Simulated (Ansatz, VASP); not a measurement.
One calculation of Na, two programs

```
Na
1.0
     3.19665   -1.85655    0.00000
     3.19665    1.85655    0.00000
    -2.17445    0.00000    9.36485
Na
3
Direct
  0.00000 0.00000 0.00000
  0.22242 0.22242 0.66668
  0.77758 0.77758 0.33332
```

Alike in both runs: task electric field gradients; functional PBE; k mesh 4 × 4 × 2; no spin polarisation.

|  | VASP | Ansatz |
| --- | --- | --- |
| version | VASP 6.6.1 | Ansatz 0.2.0 |
| potentials or method | VASP PAW PBE potentials, release 64 (Na_pv), cutoff 400 eV | scalar-relativistic, plane waves, PAW |
| occupations | methfessel-paxton of order 1, width 0.272114 eV | cold |
| valence electrons in the cell | 21 | 27 |

|  | VASP | Ansatz | Ansatz less VASP |
| --- | --- | --- | --- |
| gap on the k mesh at the Fermi level (eV) | none | none | - |
| pressure (GPa) | -0.1 | 0.1 | +0.18 |
| traceless stress, the component that is largest in VASP (GPa) | 0.58 | 0.42 | -0.157 |

A gap of «none» marks a metal or a gap that the smearing closes. VASP's potentials hold 21 valence electrons a cell and Ansatz's 27, so a difference there can come from the potentials and not from the codes.

The k mesh is coarse, so the values compare programs but aren't converged.
